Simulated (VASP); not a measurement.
# BP: single point with r2SCAN

Crystal: BP.

```xyz
2
Lattice="0.0000 2.2683 2.2910 2.2683 0.0000 2.2910 2.2683 2.2683 0.0000" Properties=species:S:1:pos:R:3 pbc="T T T"
B     0.0000    0.0000    0.0000
P     1.1342    1.1342    1.1455
```

This cell differs from its parent crystal: uniaxial z strain +1.0%.

| Property | Result |
| --- | --- |
| Program | VASP 6.6.1 |
| Task | single point |
| Functional | r2SCAN |
| Potentials or basis | VASP PAW PBE potentials, release 64 (B, P) |
| Cutoff | 520 eV |
| k mesh | 10 × 10 × 10 |
| Occupations | gaussian, width 0.01 eV |
| Spin | no spin polarisation |
| Dipole correction | no |
| Further INCAR settings | ALGO = Normal; EDIFF = 1e-07; NBANDS = 11 |

The pressure is -2.2 GPa. The band gap on the k mesh is 1.38 eV, indirect (least direct gap 3.57 eV).

Stress tensor (GPa, compression positive):
```
-1.20  0.00  0.00
 0.00 -1.20  0.00
 0.00  0.00 -4.09
```

Levels at points of the mesh, in eV from the valence-band top:
```
           k point  band 2  band 3  band 4  band 5  band 6  band 7
(0.00, 0.00, 0.00)   -0.10    0.00    0.00    3.57    3.57    3.63
(0.50, 0.00, 0.00)   -9.47   -1.96   -1.82    4.03    4.96    5.04
(0.50, 0.50, 0.00)   -9.17   -4.27   -4.27    1.60    1.98   12.94
(0.50, 0.00, 0.50)   -9.08   -4.39   -4.37    1.48    1.83   12.82
```

Wall time 32 s on 1 thread of Intel(R) Xeon(R) 6975P-C (Granite Rapids), on a shared host, peak memory 0.15 GiB.

Caveat: the cell differs from its parent crystal (uniaxial z strain +1.0%); the PAW data sets were made with another functional, which shifts forces and pressure a little. A k mesh can miss the band edges.
